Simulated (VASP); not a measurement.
# W in VASP: further runs

Runs on W. Level: PBE. Tasks: single point.

Program: VASP 6.6.1. These are calculated values, not measurements. Logs are shortened: lines on timing, memory, paths and dates and some standing lists are left out, and cuts for length are marked.

## (1) The cell of the first run

It takes space group Fm-3m (No. 225, cubic). Conventional cell: a = 4.140 Å, b = 4.140 Å, c = 4.140 Å, α = 90.00°, β = 90.00°, γ = 90.00°. W (site symmetry m-3m) has 12 W at 2.93 Å within 3.9 Å.

This isn't the form of W at room conditions, which is bcc.

## (2) Single point, PBE

The input, INCAR:

```
SYSTEM = W
ALGO = Normal ; EDIFF = 1E-6
ENCUT = 500 ; GGA = PE
GGA_COMPAT = .FALSE. ; ISIF = 2
ISMEAR = 0 ; LASPH = .TRUE.
LCHARG = .FALSE. ; LREAL = .FALSE.
LWAVE = .FALSE. ; NBANDS = 13
NELM = 120 ; PREC = Accurate
SIGMA = 0.05
```

The input, KPOINTS:

```
k-points
0
G
  21 21 21
  0 0 0
```

The input, POSCAR:

```
W
1.0
    0.0000000000      2.0698140295      2.0698140295
    2.0698140295      0.0000000000      2.0698140295
    2.0698140295      2.0698140295      0.0000000000
W
1
Direct
    0.0000000000      0.0000000000      0.0000000000
```

Potentials or basis: VASP PAW PBE potentials, release 64 (W_sv).

On the command line:

```console
$ cat potpaw_PBE.64/W_sv/POTCAR > POTCAR
$ mpirun -np 1 vasp_std > vasp.out
```

OUTCAR:

```text
SYSTEM = W
   EDIFF = 1E-6
   ENCUT = 500
   GGA = PE
   ISIF = 2
   ISMEAR = 0
   LASPH = .TRUE.
   LREAL = .FALSE.
   NELM = 120
   PREC = Accurate

 ion  position               nearest neighbor table
   1  0.000  0.000  0.000-

  LATTYP: Found a face centered cubic cell.
 ALAT       =     4.1396280590

  Lattice vectors:

 A1 = (   0.0000000000,   2.0698140295,   2.0698140295)
 A2 = (   2.0698140295,   0.0000000000,   2.0698140295)
 A3 = (   2.0698140295,   2.0698140295,   0.0000000000)

Analysis of symmetry for initial positions (statically):
=====================================================================
 Subroutine PRICEL returns:
 Original cell was already a primitive cell.

 Routine SETGRP: Setting up the symmetry group for a
 face centered cubic supercell.

 Subroutine GETGRP returns: Found 48 space group operations
 (whereof 48 operations were pure point group operations)
 out of a pool of 48 trial point group operations.

The static configuration has the point symmetry O_h .

Analysis of symmetry for dynamics (positions and initial velocities):
=====================================================================
 Subroutine PRICEL returns:
 Original cell was already a primitive cell.

 Routine SETGRP: Setting up the symmetry group for a
 face centered cubic supercell.

 Subroutine GETGRP returns: Found 48 space group operations
 (whereof 48 operations were pure point group operations)
 out of a pool of 48 trial point group operations.

The dynamic configuration has the point symmetry O_h .

 Subroutine INISYM returns: Found 48 space group operations
 (whereof 48 operations are pure point group operations),
 and found     1 'primitive' translations

----------------------------------------------------------------------------------------

                                     Primitive cell

  volume of cell :      17.7347

  direct lattice vectors                    reciprocal lattice vectors
     0.000000000  2.069814029  2.069814029    -0.241567596  0.241567596  0.241567596
     2.069814029  0.000000000  2.069814029     0.241567596 -0.241567596  0.241567596
     2.069814029  2.069814029  0.000000000     0.241567596  0.241567596 -0.241567596

  length of vectors
     2.927159072  2.927159072  2.927159072     0.418407350  0.418407350  0.418407350

  position of ions in fractional coordinates (direct lattice)
     0.000000000  0.000000000  0.000000000

  ion indices of the primitive-cell ions
   primitive index   ion index
                 1           1

----------------------------------------------------------------------------------------

 KPOINTS: k-points

Automatic generation of k-mesh.
 Grid dimensions read from file:
 generate k-points for:   21   21   21

 Generating k-lattice:

  Cartesian coordinates                     Fractional coordinates (reciprocal lattice)
    -0.011503219  0.011503219  0.011503219     0.047619048  0.000000000  0.000000000
     0.011503219 -0.011503219  0.011503219     0.000000000  0.047619048  0.000000000
     0.011503219  0.011503219 -0.011503219     0.000000000  0.000000000  0.047619048

  Length of vectors
     0.019924160  0.019924160  0.019924160

  Shift w.r.t. Gamma in fractional coordinates (k-lattice)
     0.000000000  0.000000000  0.000000000

 Subroutine IBZKPT returns following result:
 ===========================================

 Found    286 irreducible k-points:

 Following reciprocal coordinates:
            Coordinates               Weight
  0.000000  0.000000  0.000000      1.000000
  0.047619  0.000000  0.000000      8.000000
  0.095238  0.000000  0.000000      8.000000
  0.142857  0.000000  0.000000      8.000000
  0.190476  0.000000  0.000000      8.000000
  0.238095  0.000000  0.000000      8.000000
[... 16 lines left out ...]
 -0.428571  0.047619  0.000000     24.000000
 -0.380952  0.047619  0.000000     24.000000
 [... further k-points ...]
   k-points           NKPTS =    286   k-points in BZ     NKDIM =    286   number of bands    NBANDS=     13
   number of dos      NEDOS =    301   number of ions     NIONS =      1
   total plane-waves  NPLWV =  13824
   dimension x,y,z NGX =    24 NGY =   24 NGZ =   24
   dimension x,y,z NGXF=    48 NGYF=   48 NGZF=   48
   ions per type =               1
   NGX,Y,Z   is equivalent  to a cutoff of  13.63, 13.63, 13.63 a.u.
   NGXF,Y,Z  is equivalent  to a cutoff of  27.26, 27.26, 27.26 a.u.
 SYSTEM =  W
   PREC   = accura    normal or accurate (medium, high low for compatibility)
   ISTART =      0    job   : 0-new  1-cont  2-samecut
   ICHARG =      2    charge: 1-file 2-atom 10-const
   ISPIN  =      1    spin polarized calculation?
   LNONCOLLINEAR =      F non collinear calculations
   LSORBIT =      F    spin-orbit coupling
   LASPH  =      T    aspherical Exc in radial PAW
   ENCUT  =  500.0 eV  36.75 Ry    6.06 a.u.   5.34  5.34  5.34*2*pi/ulx,y,z
   NELM   =    120;   NELMIN=  2; NELMDL= -5     # of ELM steps
   EDIFF  = 0.1E-05   stopping-criterion for ELM
   LREAL  =      F    real-space projection
   EDIFFG = 0.1E-04   stopping-criterion for IOM
   NSW    =      0    number of steps for IOM
   IBRION =     -1    ionic relax: 0-MD 1-quasi-New 2-CG
   NFREE  =      0    steps in history (QN), initial steepest desc. (CG)
   ISIF   =      2    stress and relaxation
   ISYM   =      2    0-nonsym 1-usesym 2-fastsym
   POTIM  = 0.5000    time-step for ionic-motion
   TEBEG  =    0.0;   TEEND  =   0.0 temperature during run
   PSTRESS=    0.0 pullay stress
   NELECT =      14.0000    total number of electrons
   NUPDOWN=      -1.0000    fix difference up-down
   EMIN   =  10.00;   EMAX   =-10.00  energy-range for DOS
   EFERMI =   0.00;   METHOD = LEGACY
   ISMEAR =     0;   SIGMA  =   0.05  broadening in eV -4-tet -1-fermi 0-gaus
   EFERMI_NEDOS =   21; number of points for ismear=-14 and -15
   IALGO  =     38    algorithm
   IMIX   =      4    mixing-type and parameters
     AMIX     =   0.40;   BMIX     =  1.00
     AMIX_MAG =   1.60;   BMIX_MAG =  1.00
  volume/ion in A,a.u.               =      17.73       119.68
  Fermi-wavevector in a.u.,A,eV,Ry     =   1.513014  2.859181 31.146598  2.289210
  Thomas-Fermi vector in A             =   2.622861
   LORBIT       =      0    0 simple, 1 ext, 2 COOP (PROOUT), +10 PAW based schemes
   GGA     = PE    functional components
   LHFCALC =     F    Hartree Fock is set to
   AEXX    =    0.0000 exact exchange contribution
   IVDW    =     0    specifies the selected vdW correction
   LEPSILON=     F    determine dielectric tensor
   LRPA    =     F    only Hartree local field effects (RPA)
 non-spin polarized calculation
 Gauss-broadening in eV      SIGMA  =   0.05
  energy-cutoff  :      500.00
  volume of cell :       17.73
 maximum number of plane-waves:       465
 NGX is ok and might be reduce to    24
   NGX = 11   NGY = 11   NGZ = 11

 number of electron      13.9999998 magnetization

 Free energy of the ion-electron system (eV)
  ---------------------------------------------------
  ext. energy  EPLUGINS =         0.00000000
  ---------------------------------------------------
  free energy    TOTEN  =       -12.39748369 eV

  energy without entropy =      -12.39575956  energy(sigma->0) =      -12.39662163

 E-fermi :   9.4583     XC(G=0): -13.0077

 val. band max:        9.4581232291   @ k =   0.2381   0.0952   0.0000
 cond. band min:       9.4583917312   @ k =   0.1905   0.0952   0.0476
 fundamental gap:      0.0002685021
 Fermi energy:         9.4582909239

 k-point     1 :       0.0000    0.0000    0.0000
  band No.  band energies     occupation
      1     -64.3703      2.00000
      2     -28.0864      2.00000
      3     -28.0864      2.00000
      4     -28.0864      2.00000
      5       0.8738      2.00000
      6       8.9850      2.00000
      7       8.9850      2.00000
      8       8.9850      2.00000
      9      11.7781      0.00000
     10      11.7781      0.00000
     11      22.1352      0.00000
     12      26.9771      0.00000
     13      26.9771      0.00000

 k-point     2 :       0.0476    0.0000    0.0000
  band No.  band energies     occupation
      1     -64.3687      2.00000
      2     -28.1070      2.00000
      3     -28.0891      2.00000
      4     -28.0891      2.00000
      5       0.9652      2.00000
      6       8.9147      2.00000
      7       9.0279      2.00000
      8       9.0279      2.00000
      9      11.7405      0.00000
     10      11.7405      0.00000
     11      22.3182      0.00000
     12      26.5225      0.00000
     13      27.1463      0.00000

 k-point     3 :       0.0952    0.0000    0.0000
  band No.  band energies     occupation
      1     -64.3639      2.00000
      2     -28.1667      2.00000
      3     -28.0970      2.00000
      4     -28.0970      2.00000
      5       1.2330      2.00000
      6       8.7245      2.00000
      7       9.1448      2.00000
      8       9.1448      2.00000
      9      11.6477      0.00000
     10      11.6477      0.00000
     11      22.8298      0.00000
     12      25.5799      0.00000
     13      27.6415      0.00000
[... 305 lines left out ...]
 k-point    23 :      -0.4286    0.0476    0.0000
  band No.  band energies     occupation
      1     -64.2977      2.00000
      2     -28.9325      2.00000
      3     -28.2207      2.00000
      4     -28.2022      2.00000
      5       4.3177      2.00000
      6       8.7250      2.00000
      7       8.8963      2.00000
      8       9.5115      0.13202
      9      13.6293      0.00000
     10      14.1131      0.00000
     11      18.9644      0.00000
     12      22.1717      0.00000
     13      27.3043      0.00000

 k-point    24 :      -0.3810    0.0476    0.0000
  band No.  band energies     occupation
      1     -64.3029      2.00000
      2     -28.8739      2.00000
      3     -28.2151      2.00000
      4     -28.1906      2.00000
      5       4.2268      2.00000
      6       8.8024      2.00000
      7       8.9890      2.00000
      8       9.0038      2.00000
      9      13.1412      0.00000
     10      13.7939      0.00000
     11      19.7339      0.00000
     12      22.7709      0.00000
     13      27.9041      0.00000

 [... further k-points ...]
[... 5 lines left out ...]
  --------------------------------------------------------------------------------------
  -------------------------------------------------------------------------------------
  Total       -2.0165132     -2.0165132     -2.0165132     -0.0000000      0.0000000      0.0000000
  in kB     -182.1745412   -182.1745412   -182.1745412     -0.0000000      0.0000000      0.0000000
  external PRESSURE =    -182.1745412 kB  Pullay stress =       0.0000000 kB

 VOLUME and BASIS-vectors are now :
 -----------------------------------------------------------------------------
  energy-cutoff  :      500.00
  volume of cell :       17.73
      direct lattice vectors                 reciprocal lattice vectors
     0.000000000  2.069814029  2.069814029    -0.241567596  0.241567596  0.241567596
     2.069814029  0.000000000  2.069814029     0.241567596 -0.241567596  0.241567596
     2.069814029  2.069814029  0.000000000     0.241567596  0.241567596 -0.241567596

 POSITION                                       TOTAL-FORCE (eV/Angst)
 -----------------------------------------------------------------------------------
      0.00000      0.00000      0.00000         0.000000      0.000000      0.000000
 -----------------------------------------------------------------------------------
    total drift:                                0.000000      0.000000      0.000000

  FREE ENERGIE OF THE ION-ELECTRON SYSTEM (eV)
  ---------------------------------------------------
  free  energy   TOTEN  =       -12.3974836944 eV

  energy  without entropy=      -12.3957595595  energy(sigma->0) =      -12.39662163
```

Wall time 26 s (1 thread of Intel Xeon Platinum 8375C at 2.90GHz (Ice Lake), shared host); peak memory 0.18 GiB.

What came out:

```yaml
Free_energy: -12.3975 eV
Pressure: -18.2 GPa
Band_gap_on_the_k_mesh: zero (bands 7 and 8 overlap by 3.03 eV)
```

Caveat: the cell stands under tension; spin-orbit coupling is left out, which moves the levels of the heavy elements.

## (3) Single point, PBE

This run uses another cell than the first one, of 16.73 Å³/atom.

The input, INCAR:

```
PREC = Accurate
ENCUT = 500
EDIFF = 1E-6
ISMEAR = 0
SIGMA = 0.05
LREAL = False
LASPH = True
NELM = 120
ALGO = Normal
ISIF = 2
LWAVE = False
LCHARG = False
GGA = PE
NBANDS = 13
GGA_COMPAT = False
```

The input, KPOINTS:

```
Automatic mesh
0
Gamma
  21 21 21
```

The input, POSCAR:

```
W
1.0
    0.0000000000      2.0099995122      2.0706000000
    2.0099995122      0.0000000000      2.0706000000
    2.0099995122      2.0099995122      0.0000000000
W
1
Direct
    0.0000000000      0.0000000000      0.0000000000
```

Potentials or basis: VASP PAW PBE potentials, release 64 (W_sv).

On the command line:

```console
$ cat potpaw_PBE.64/W_sv/POTCAR > POTCAR
$ mpirun -np 1 vasp_std > vasp.out
```

Run time: 61 s. Hardware: 1 thread of Intel Xeon Platinum 8375C at 2.90GHz (Ice Lake), shared host; peak memory 0.26 GiB.

The run converged. Its results:

```yaml
Free_energy: -12.4781 eV
Pressure: -4.2 GPa
Band_gap_on_the_k_mesh: zero (bands 7 and 8 overlap by 3.54 eV)
```

Stress tensor (GPa, compression positive):
```
-6.77  0.00  0.00
 0.00 -6.77  0.00
 0.00  0.00  0.82
```

Levels at points of the mesh, in eV from the Fermi level:
| k point | band 3 | band 4 | band 5 | band 6 | band 7 | band 8 | band 9 | band 10 | band 11 | band 12 |
| --- | --- | --- | --- | --- | --- | --- | --- | --- | --- | --- |
| (0.00, 0.00, 0.00) | -37.38 | -37.38 | -8.91 | -0.81 | -0.42 | -0.42 | 2.18 | 2.77 | 12.76 | 17.25 |

Caveat: the stress differs along the axes, from -7 to 1 GPa; spin-orbit coupling is left out, which moves the levels of the heavy elements.
